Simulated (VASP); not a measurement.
# O (C2/m) in VASP: further runs

Runs on O. Level: PBE. Tasks: single point, relaxation of the atoms.

All numbers are computed with VASP 6.6.1; they aren't measurements. Logs are shortened: lines on timing, memory, paths and dates and some standing lists are left out, and cuts for length are marked.

## Step 1: The cell of the first run

The structure is monoclinic, space group C2/m (No. 12). The conventional cell has a = 5.403 Å, b = 3.429 Å, c = 4.232 Å, α = 90.00°, β = 117.67°, γ = 90.00°. Within 1.6 Å of O (site symmetry m) lie 1 O at 1.22 Å.

## Step 2: Single point, PBE

Contents of INCAR:

```
SYSTEM = O
ALGO = Normal
EDIFF = 1E-6
ENCUT = 520
GGA = PE
ISIF = 2
ISMEAR = -5
LASPH = .True.
LCHARG = .False.
LREAL = .False.
LWAVE = .False.
NBANDS = 13
NELM = 60
PREC = Accurate
SIGMA = 0.1
```

Contents of KPOINTS:

```
k-points
0
Gamma
  6 6 4
  0 0 0
```

Contents of POSCAR:

```
O
1.0
    2.7015000000     -1.7145000000      0.0000000000
    2.7015000000      1.7145000000      0.0000000000
   -1.9649900000      0.0000000000      3.7479900000
O
2
Direct
    0.0598570273      0.0598570273      0.1623244811
    0.9401429727      0.9401429727      0.8376755189
```

Potentials or basis: VASP PAW PBE potentials, release 64 (O).

Launch:

```sh
$ cat potpaw_PBE.64/O/POTCAR > POTCAR
$ mpirun -np 1 vasp_std > vasp.out
```

OUTCAR:

```text
SYSTEM = O
   EDIFF = 1E-6
   ENCUT = 520
   GGA = PE
   ISIF = 2
   ISMEAR = -5
   LASPH = .True.
   LREAL = .False.
   NELM = 60
   PREC = Accurate

 ion  position               nearest neighbor table
   1  0.060  0.060  0.162-   2 1.22
   2  0.940  0.940  0.838-   1 1.22

  LATTYP: Found a base centered monoclinic cell.
 ALAT       =     5.4030000000
 B/A-ratio  =     0.6346474181
 C/A-ratio  =     0.7832421112
 COS(beta)  =    -0.4643327837

  Lattice vectors:

 A1 = (   2.7015000000,  -1.7145000000,   0.0000000000)
 A2 = (   2.7015000000,   1.7145000000,   0.0000000000)
 A3 = (  -1.9649900000,   0.0000000000,   3.7479900000)

Analysis of symmetry for initial positions (statically):
=====================================================================
 Subroutine PRICEL returns:
 Original cell was already a primitive cell.

 Routine SETGRP: Setting up the symmetry group for a
 base centered monoclinic supercell.

 Subroutine GETGRP returns: Found  4 space group operations
 (whereof  4 operations were pure point group operations)
 out of a pool of  4 trial point group operations.

The static configuration has the point symmetry C_2h.

Analysis of symmetry for dynamics (positions and initial velocities):
=====================================================================
 Subroutine PRICEL returns:
 Original cell was already a primitive cell.

 Routine SETGRP: Setting up the symmetry group for a
 base centered monoclinic supercell.

 Subroutine GETGRP returns: Found  4 space group operations
 (whereof  4 operations were pure point group operations)
 out of a pool of  4 trial point group operations.

The dynamic configuration has the point symmetry C_2h.

 Subroutine INISYM returns: Found  4 space group operations
 (whereof  4 operations are pure point group operations),
 and found     1 'primitive' translations

----------------------------------------------------------------------------------------

                                     Primitive cell

  volume of cell :      34.7193

  direct lattice vectors                    reciprocal lattice vectors
     2.701500000 -1.714500000  0.000000000     0.185082362 -0.291630213  0.097034675
     2.701500000  1.714500000  0.000000000     0.185082362  0.291630213  0.097034675
    -1.964990000  0.000000000  3.747990000     0.000000000  0.000000000  0.266809677

  length of vectors
     3.199626931  3.199626931  4.231857127     0.358774845  0.358774845  0.266809677

  position of ions in fractional coordinates (direct lattice)
     0.059857027  0.059857027  0.162324481
     0.940142973  0.940142973  0.837675519

  ion indices of the primitive-cell ions
   primitive index   ion index
                 1           1
                 2           2

----------------------------------------------------------------------------------------

 KPOINTS: k-points

Automatic generation of k-mesh.
 Grid dimensions read from file:
 generate k-points for:    6    6    4

 Generating k-lattice:

  Cartesian coordinates                     Fractional coordinates (reciprocal lattice)
     0.030847060 -0.048605035  0.016172446     0.166666667  0.000000000  0.000000000
     0.030847060  0.048605035  0.016172446     0.000000000  0.166666667  0.000000000
     0.000000000  0.000000000  0.066702419     0.000000000  0.000000000  0.250000000

  Length of vectors
     0.059795808  0.059795808  0.066702419

  Shift w.r.t. Gamma in fractional coordinates (k-lattice)
     0.000000000  0.000000000  0.000000000

 TETIRR: Found    216 inequivalent tetrahedra from      864

 Subroutine IBZKPT returns following result:
 ===========================================

 Found     47 irreducible k-points:

 Following reciprocal coordinates:
            Coordinates               Weight
  0.000000  0.000000  0.000000      1.000000
  0.166667  0.000000  0.000000      4.000000
  0.333333 -0.000000 -0.000000      4.000000
  0.500000 -0.000000  0.000000      2.000000
  0.166667  0.166667  0.000000      2.000000
  0.333333  0.166667  0.000000      4.000000
[... 16 lines left out ...]
 -0.333333  0.166667  0.250000      4.000000
 -0.166667  0.166667  0.250000      4.000000
 [... further k-points ...]
   k-points           NKPTS =     47   k-points in BZ     NKDIM =     47   number of bands    NBANDS=     13
   number of dos      NEDOS =    301   number of ions     NIONS =      2
   total plane-waves  NPLWV =  18432
   dimension x,y,z NGX =    24 NGY =   24 NGZ =   32
   dimension x,y,z NGXF=    48 NGYF=   48 NGZF=   64
   ions per type =               2
   NGX,Y,Z   is equivalent  to a cutoff of  12.47, 12.47, 12.57 a.u.
   NGXF,Y,Z  is equivalent  to a cutoff of  24.94, 24.94, 25.14 a.u.
 SYSTEM =  O
   PREC   = accura    normal or accurate (medium, high low for compatibility)
   ISTART =      0    job   : 0-new  1-cont  2-samecut
   ICHARG =      2    charge: 1-file 2-atom 10-const
   ISPIN  =      1    spin polarized calculation?
   LNONCOLLINEAR =      F non collinear calculations
   LSORBIT =      F    spin-orbit coupling
   LASPH  =      T    aspherical Exc in radial PAW
   ENCUT  =  520.0 eV  38.22 Ry    6.18 a.u.   5.95  5.95  7.87*2*pi/ulx,y,z
   NELM   =     60;   NELMIN=  2; NELMDL= -5     # of ELM steps
   EDIFF  = 0.1E-05   stopping-criterion for ELM
   LREAL  =      F    real-space projection
   EDIFFG = 0.1E-04   stopping-criterion for IOM
   NSW    =      0    number of steps for IOM
   IBRION =     -1    ionic relax: 0-MD 1-quasi-New 2-CG
   NFREE  =      0    steps in history (QN), initial steepest desc. (CG)
   ISIF   =      2    stress and relaxation
   ISYM   =      2    0-nonsym 1-usesym 2-fastsym
   POTIM  = 0.5000    time-step for ionic-motion
   TEBEG  =    0.0;   TEEND  =   0.0 temperature during run
   PSTRESS=    0.0 pullay stress
   NELECT =      12.0000    total number of electrons
   NUPDOWN=      -1.0000    fix difference up-down
   EMIN   =  10.00;   EMAX   =-10.00  energy-range for DOS
   EFERMI =   0.00;   METHOD = LEGACY
   ISMEAR =    -5;   SIGMA  =   0.10  broadening in eV -4-tet -1-fermi 0-gaus
   EFERMI_NEDOS =   21; number of points for ismear=-14 and -15
   IALGO  =     38    algorithm
   IMIX   =      4    mixing-type and parameters
     AMIX     =   0.40;   BMIX     =  1.00
     AMIX_MAG =   1.60;   BMIX_MAG =  1.00
  volume/ion in A,a.u.               =      17.36       117.15
  Fermi-wavevector in a.u.,A,eV,Ry     =   1.148890  2.171086 17.958972  1.319947
  Thomas-Fermi vector in A             =   2.285562
   LORBIT       =      0    0 simple, 1 ext, 2 COOP (PROOUT), +10 PAW based schemes
   GGA     = PE    functional components
   LHFCALC =     F    Hartree Fock is set to
   AEXX    =    0.0000 exact exchange contribution
   IVDW    =     0    specifies the selected vdW correction
   LEPSILON=     F    determine dielectric tensor
   LRPA    =     F    only Hartree local field effects (RPA)
 non-spin polarized calculation
 Fermi weights with tetrahedron method with Bloechl corrections
  energy-cutoff  :      520.00
  volume of cell :       34.72
 maximum number of plane-waves:       951
   NGX = 11   NGY = 11   NGZ = 15

 number of electron      12.0000002 magnetization

 Free energy of the ion-electron system (eV)
  ---------------------------------------------------
  ext. energy  EPLUGINS =         0.00000000
  ---------------------------------------------------
  free energy    TOTEN  =        -9.17815693 eV

  energy without entropy =       -9.17815693  energy(sigma->0) =       -9.17815693

 E-fermi :  -1.8460     XC(G=0):  -7.4393

 val. band max:       -1.9346156502   @ k =  -0.3333   0.5000   0.2500
 cond. band min:      -1.8956726651   @ k =  -0.3333   0.1667  -0.0000
 fundamental gap:      0.0389429852
 Fermi energy:        -1.8460048878

 k-point     1 :       0.0000    0.0000    0.0000
  band No.  band energies     occupation
      1     -28.5652      2.00000
      2     -15.7104      2.00000
      3      -9.7526      2.00000
      4      -8.2644      2.00000
      5      -8.1872      2.00000
      6      -1.6589      0.00000
      7      -1.5382      0.00000
      8       4.7429      0.00000
      9       8.6414      0.00000
     10      11.3742      0.00000
     11      13.7989      0.00000
     12      15.8185      0.00000
     13      17.4778      0.00000

 k-point     2 :       0.1667    0.0000    0.0000
  band No.  band energies     occupation
      1     -28.5403      2.00000
      2     -15.7079      2.00000
      3      -9.6658      2.00000
      4      -8.4531      2.00000
      5      -8.2415      2.00000
      6      -1.7844      0.61886
      7      -1.6153      0.00000
      8       5.2872      0.00000
      9       8.5640      0.00000
     10      11.4317      0.00000
     11      13.7791      0.00000
     12      14.8987      0.00000
     13      17.0153      0.00000

 k-point     3 :       0.3333   -0.0000   -0.0000
  band No.  band energies     occupation
      1     -28.4897      2.00000
      2     -15.7013      2.00000
      3      -9.4680      2.00000
      4      -8.8759      2.00000
      5      -8.3054      2.00000
      6      -2.0750      2.04669
      7      -1.7093     -0.01899
      8       6.4925      0.00000
      9       8.5261      0.00000
     10      11.2801      0.00000
     11      12.0832      0.00000
     12      14.7781      0.00000
     13      16.5936      0.00000
[... 305 lines left out ...]
 k-point    23 :      -0.3333    0.1667    0.2500
  band No.  band energies     occupation
      1     -28.4607      2.00000
      2     -15.7531      2.00000
      3      -9.2745      2.00000
      4      -8.8140      2.00000
      5      -8.5946      2.00000
      6      -2.2920      2.00000
      7      -1.7189     -0.02735
      8       7.0221      0.00000
      9       8.7381      0.00000
     10      10.8708      0.00000
     11      11.8755      0.00000
     12      13.8402      0.00000
     13      16.2505      0.00000

 k-point    24 :      -0.1667    0.1667    0.2500
  band No.  band energies     occupation
      1     -28.4986      2.00000
      2     -15.8358      2.00000
      3      -9.2334      2.00000
      4      -8.6793      2.00000
      5      -8.4249      2.00000
      6      -1.9722      1.97388
      7      -1.6483     -0.02955
      8       5.9431      0.00000
      9       8.4749      0.00000
     10      10.5206      0.00000
     11      11.7932      0.00000
     12      16.0559      0.00000
     13      17.0061      0.00000

 [... further k-points ...]

------------------------ aborting loop because EDIFF is reached ----------------------------------------

  FORCE on cell =-STRESS in cart. coord.  units (eV):
  Direction    XX          YY          ZZ          XY          YZ          ZX
  --------------------------------------------------------------------------------------
  -------------------------------------------------------------------------------------
  Total       -1.1639487     -0.7915456      1.4089374      0.0000000      0.0000000     -0.0147780
  in kB      -53.7122740    -36.5271369     65.0176702      0.0000000      0.0000000     -0.6819527
  external PRESSURE =      -8.4072469 kB  Pullay stress =       0.0000000 kB

 VOLUME and BASIS-vectors are now :
 -----------------------------------------------------------------------------
  energy-cutoff  :      520.00
  volume of cell :       34.72
      direct lattice vectors                 reciprocal lattice vectors
     2.701500000 -1.714500000  0.000000000     0.185082362 -0.291630213  0.097034675
     2.701500000  1.714500000  0.000000000     0.185082362  0.291630213  0.097034675
    -1.964990000  0.000000000  3.747990000     0.000000000  0.000000000  0.266809677

 POSITION                                       TOTAL-FORCE (eV/Angst)
 -----------------------------------------------------------------------------------
      0.00444      0.00000      0.60839        -0.003614      0.000000      1.187965
      3.43357      0.00000      3.13960         0.003614      0.000000     -1.187965
 -----------------------------------------------------------------------------------
    total drift:                                0.000000     -0.000000     -0.000000

  FREE ENERGIE OF THE ION-ELECTRON SYSTEM (eV)
  ---------------------------------------------------
  free  energy   TOTEN  =        -9.1781569317 eV

  energy  without entropy=       -9.1781569317  energy(sigma->0) =       -9.17815693
```

It took 18 s on 1 thread of Intel Xeon 8259CL, shared host; peak memory 0.15 GiB.

Results:

* Free energy: -9.1782 eV
* Pressure: -0.8 GPa
* Largest force: 1.188 eV/Å
* Band gap on the k mesh: zero (bands 6 and 7 overlap by 0.52 eV)

Forces on the atoms (eV/Å):
```
O   -0.004  0.000  1.188
O    0.004  0.000 -1.188
```

Levels at points of the mesh, in eV from the Fermi level:
```
           k point  band 3  band 4  band 5  band 6  band 7  band 8  band 9  band 10
(0.00, 0.00, 0.00)   -7.91   -6.42   -6.34    0.19    0.31    6.59   10.49    13.22
(0.50, 0.00, 0.00)   -7.43   -7.33   -6.49   -0.37    0.10    9.00   11.10    11.29
(0.50, 0.50, 0.00)   -7.35   -6.97   -6.81   -0.72    0.22    8.96   10.48    12.97
(0.00, 0.00, 0.50)   -6.96   -6.49   -6.38    0.38    0.41    6.76    7.58    11.96
(0.50, 0.00, 0.50)   -7.35   -7.08   -6.58   -0.62    0.34    8.79   10.74    12.16
(0.50, 0.50, 0.50)   -7.48   -7.32   -6.69   -0.31   -0.13    9.58   10.75    11.15
```

Caveat: the k points lie up to 0.42 Å⁻¹ apart, too coarse for converged energies and pressures of a metal; the standard files for N, O and F lose accuracy on very short bonds; spin is off for a triplet molecule; this functional lacks dispersion, which holds the molecules together, so the pressure and a relaxed volume are unreliable; forces of over 1 eV/Å act on the atoms, so gaps and moduli don't describe the material at rest; tetrahedron occupations give inexact forces and stress in metals.

## Step 3: Relaxation of the atoms, PBE

Contents of INCAR:

```
SYSTEM = O
ALGO = Normal
EDIFF = 1E-6
EDIFFG = -0.07
ENCUT = 520
GGA = PE
IBRION = 2
ISIF = 2
ISMEAR = -5
LASPH = .TRUE.
LCHARG = .FALSE.
LREAL = .FALSE.
LWAVE = .FALSE.
NELM = 100
NSW = 30
PREC = Accurate
SIGMA = 0.1
```

Contents of KPOINTS:

```
k-points
0
G
  6 6 4
  0 0 0
```

Contents of POSCAR:

```
O
1.0
    2.7015000000     -1.7145000000      0.0000000000
    2.7015000000      1.7145000000      0.0000000000
   -1.9649900000      0.0000000000      3.7479900000
O
2
Direct
    0.0640000000      0.0640000000      0.1530000000
    0.9360000000      0.9360000000      0.8470000000
```

Potentials or basis: VASP PAW PBE potentials, release 64 (O).

Launch:

```sh
$ cat potpaw_PBE.64/O/POTCAR > POTCAR
$ mpirun -np 1 vasp_std > vasp.out
```

Wall time 1.9 min (1 thread of Intel Xeon 8259CL, shared host); peak memory 0.15 GiB.

The run converged. Its results:

```
Free energy                  : -9.1874 eV
Pressure after relaxing      : -3.0 GPa
Largest force after relaxing : 0.021 eV/Å
Band gap on the k mesh       : zero (bands 6 and 7 overlap by 0.51 eV)
```

Forces on the atoms (eV/Å):
```
O   -0.014  0.000  0.015
O    0.014  0.000 -0.015
```

Stress tensor (GPa, compression positive):
```
-5.31  0.00 -0.13
 0.00 -3.58  0.00
-0.13  0.00 -0.02
```

Final structure:
```
CELL_PARAMETERS angstrom
2.70150 -1.71450 0.00000
2.70150 1.71450 0.00000
-1.96499 0.00000 3.74799
ATOMIC_POSITIONS crystal
O 0.06071 0.06071 0.16440
O 0.93929 0.93929 0.83560
```

Levels at points of the mesh, in eV from the Fermi level:
| k point | band 4 | band 5 | band 6 | band 7 | band 8 | band 9 |
| --- | --- | --- | --- | --- | --- | --- |
| (0.00, 0.00, 0.00) | -6.15 | -6.07 | 0.18 | 0.31 | 6.71 | 10.07 |
| (0.50, 0.00, 0.00) | -7.18 | -6.22 | -0.37 | 0.09 | 8.86 | 11.17 |
| (0.50, 0.50, 0.00) | -6.81 | -6.54 | -0.72 | 0.22 | 8.67 | 10.61 |
| (0.00, 0.00, 0.50) | -6.22 | -6.11 | 0.38 | 0.40 | 6.67 | 7.71 |
| (0.50, 0.00, 0.50) | -6.93 | -6.31 | -0.62 | 0.34 | 8.55 | 10.86 |
| (0.50, 0.50, 0.50) | -7.17 | -6.42 | -0.30 | -0.13 | 9.37 | 10.88 |

Caveat: the k points lie up to 0.42 Å⁻¹ apart, too coarse for converged energies and pressures of a metal; the standard files for N, O and F lose accuracy on very short bonds; spin is off for a triplet molecule; this functional lacks dispersion, which holds the molecules together, so the pressure and a relaxed volume are unreliable; tetrahedron occupations give inexact forces and stress in metals.
